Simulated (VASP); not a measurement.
Wanted: the native input for a VASP 6.6.1 run.

```yaml
Task: single point
Functional: LDA
Potentials_or_basis: VASP PAW LDA potentials, release 64 (Cd, Te)
Cutoff: 520 eV
k_mesh: 6 × 6 × 6
Occupations: gaussian, width 0.01 eV
Spin: no spin polarisation
Dipole_correction: no
Further_INCAR_settings: ALGO = Normal; EDIFF = 1e-06; NBANDS = 16
```

The structure of CdTe lies in POSCAR:

```
CdTe
1.0
    0.0000000000      3.0475164712      3.0475164712
    3.0475164712      0.0000000000      3.0475164712
    3.0475164712      3.0475164712      0.0000000000
Cd Te
1 1
Direct
    0.0000000000      0.0000000000      0.0000000000
    0.7500000000      0.7500000000      0.7500000000
```

One way to write it, as run:

INCAR

```
PREC     = Accurate       # precision mode
ENCUT    = 520            # plane-wave cutoff, eV
EDIFF    = 1E-6           # SCF threshold, eV
ISMEAR   = 0              # smearing method
SIGMA    = 0.01           # smearing width, eV
LREAL    = F              # projectors in reciprocal space
LASPH    = T              # aspherical terms in the spheres
NELM     = 80             # most SCF steps
ALGO     = Normal         # electronic algorithm
ISIF     = 2              # what is computed and relaxed
LWAVE    = F              # write WAVECAR
LCHARG   = T              # write CHGCAR
LELF     = T              # ELF
LVHAR    = T            
NBANDS   = 16             # bands
```

KPOINTS

```
regular mesh
0
Gamma
  6 6 6
```

Potentials or basis: VASP PAW LDA potentials, release 64 (Cd, Te).

Run with:

```bash
$ cat potpaw_LDA.64/Cd/POTCAR potpaw_LDA.64/Te/POTCAR > POTCAR
$ mpirun -np 1 vasp_std > vasp.out
```

It gave:

The pressure is 10.5 GPa and the band gap on the k mesh is 1.13 eV, direct.

Caveat: spin-orbit coupling is left out, which moves the levels of the heavy elements.

It took 12 s on 1 thread of Intel Xeon 6975P-C, with other jobs on the host, peak memory 0.16 GiB.
